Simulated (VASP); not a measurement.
A run of VASP 6.6.1 is set up as follows.

The input POSCAR:

```
Sb
1.0
    4.1051829901     -0.0821036598      0.0000000000
   -2.1236953501      3.5962445865      0.0000000000
    0.0000000000      0.0000000000     26.8552477996
Sb
2
Direct
    0.3365121593      0.6668613099      0.3149868175
    0.6634878407      0.3331386901      0.3749201995
```

Contents of INCAR.step1:

```
SYSTEM = Sb
PREC = Accurate ; ENCUT = 520
EDIFF = 1E-5 ; ISMEAR = 0
SIGMA = 0.01 ; LREAL = .FALSE.
LASPH = .TRUE. ; NELM = 100
ALGO = Normal ; ISIF = 2
LWAVE = .TRUE. ; LCHARG = .FALSE.
LDIPOL = .TRUE. ; IDIPOL = 3
DIPOL = 0.5 0.5 0.345 ; GGA = PE
NBANDS = 12
```

INCAR.step2

```
SYSTEM = Sb
PREC = Accurate ; ENCUT = 520
EDIFF = 1E-6 ; ISMEAR = 0
SIGMA = 0.01 ; LREAL = .FALSE.
LASPH = .TRUE. ; NELM = 100
ALGO = Normal ; ISIF = 2
LWAVE = .FALSE. ; LCHARG = .FALSE.
LDIPOL = .TRUE. ; IDIPOL = 3
DIPOL = 0.5 0.5 0.345 ; GGA = PE
LHFCALC = .TRUE. ; HFSCREEN = 0.2079
PRECFOCK = Normal ; ISTART = 1
NBANDS = 12
```

File KPOINTS:

```
Automatic mesh
0
G
  6 6 1
  0 0 0
```

Potentials or basis: VASP PAW PBE potentials, release 64 (Sb).

Run with:

```bash
$ cat potpaw_PBE.64/Sb/POTCAR > POTCAR
$ cp INCAR.step1 INCAR
$ mpirun -np 1 vasp_std > vasp.out
$ cp INCAR.step2 INCAR
$ mpirun -np 1 vasp_std > vasp.out
```

(1) Estimate the largest force.

(2) What does it give for the band gap on the k mesh?

Answers

(1) 0.223 eV/Å.

(2) 1.58 eV, indirect (least direct gap 2.05 eV).

Caveat: the cell differs from its parent crystal (shear xy strain -4.0%); the PAW data sets were made with another functional, which shifts forces and pressure a little; spin-orbit coupling is left out, which moves the levels of the heavy elements.
